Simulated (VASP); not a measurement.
Runs of VASP 6.6.1 on WC. The structure is cubic, space group Fm-3m (No. 225). The conventional cell has a = 4.385 Å, b = 4.385 Å, c = 4.385 Å, α = 90.00°, β = 90.00°, γ = 90.00°. Within 2.9 Å of W (site symmetry m-3m) lie 6 C at 2.19 Å. C (site symmetry m-3m) has 6 W at 2.19 Å within 2.9 Å. 

| smearing | gap on the mesh (eV) | pressure (GPa) |
| --- | --- | --- |
| fermi-dirac 0.2 eV | none | (a) |
| fermi-dirac 0.1 eV | none | -12.6 |
| fermi-dirac 0.3 eV | none | -11.3 |
| fermi-dirac 0.5 eV | none | -8.3 |

Alike in all rows: task single point; level PBEsol+D4; potentials or basis VASP PAW PBE potentials, release 64 (W_sv, C); no spin polarisation; cell as given; k mesh 9 × 9 × 9; cutoff (eV) 600.

Problem. Fill in the values left out.

Solution. (a) -12.2.

Caveats: the cell stands under tension; the PAW data sets were made with another functional, which shifts forces and pressure a little; spin-orbit coupling is left out, which moves the levels of the heavy elements; so wide a smearing shifts energies and pressures (at least some runs).

A k mesh can miss the band edges, and the runs leave out spin-orbit coupling on W.

A gap of «none» marks levels without a gap at the run's occupations.
